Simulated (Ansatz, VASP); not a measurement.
Two plane-wave programs on Sb

Contents of POSCAR:

```
Sb
1.0
   -3.0056830246      3.0040990456      1.5995956753
    3.0040990456     -3.0056830246      1.5995956753
    3.0253870168      3.0253870168     -1.6024967357
Sb
2
Direct
    0.0001435861      0.9998564139      0.0000000000
    0.7498564139      0.2501435861      0.5000000000
```

The input INCAR.step1:

```
PREC = Accurate ; ENCUT = 520
ISMEAR = -1 ; SIGMA = 0.1
LREAL = False ; LASPH = True
NELM = 80 ; NBANDS = 12
GGA = PE ; ALGO = Normal
EDIFF = 1E-4 ; LWAVE = True
LCHARG = False
```

The input INCAR.step2:

```
PREC = Accurate ; ENCUT = 520
EDIFF = 1E-6 ; ISMEAR = -1
SIGMA = 0.1 ; LREAL = False
LASPH = True ; NELM = 80
ALGO = Normal ; ISIF = 2
LWAVE = False ; LCHARG = False
METAGGA = R2SCAN ; LMIXTAU = True
NBANDS = 12 ; ISTART = 1
```

The input KPOINTS:

```
Automatic mesh
0
Gamma
  13 13 8
```

Input for Ansatz:

```yaml
crystal:
  lattice:
    - [-3.0056830246, 3.0040990456, 1.5995956753]
    - [3.0040990456, -3.0056830246, 1.5995956753]
    - [3.0253870168, 3.0253870168, -1.6024967357]
  atoms:
    - { symbol: Sb, position: [0.0001435861, 0.9998564139, 0.0] }
    - { symbol: Sb, position: [0.7498564139, 0.2501435861, 0.5] }
hamiltonian:
  xc: r2scan
  pseudopotentials:
    kind: paw
    azcp:
      Sb: "pseudopotentials/Sb.paw.azcp"
basis:
  ecutwfc: 500
  fft_grid_basis: typed
kpoints:
  mp_grid: { grid: [13, 13, 8], shift: [0, 0, 0] }
magnetization:
  spin_polarized: false
scf:
  occupations: { method: fermi_dirac, width: 0.1 }
  lower_state_search: "off"
output:
  stress: true
```

Alike in both runs: task single point; functional r2SCAN; k mesh 13 × 13 × 8; occupations fermi-dirac, width 0.1 eV; no spin polarisation.

|  | VASP | Ansatz |
| --- | --- | --- |
| version | VASP 6.6.1 | Ansatz 0.2.0 |
| potentials or method | VASP PAW PBE potentials, release 64 (Sb), cutoff 520 eV | plane waves (500 eV) with PAW, scalar-relativistic |
| valence electrons in the cell | 10 | 30 |

VASP gave:

| Property | Result |
| --- | --- |
| pressure (GPa) | 0.1 |
| traceless stress, the component that is largest in VASP (GPa) | -0.46 |

**Question.** What did Ansatz give for the same quantities?

**Answer.** Pressure (GPa): 0.1; traceless stress, the component that is largest in VASP (GPa): -0.45.

VASP's potentials were made for PBE, not for r2SCAN. VASP's potentials hold 10 valence electrons a cell and Ansatz's 30, so a difference there can come from the potentials and not from the codes.

Neither program's run includes spin-orbit coupling.
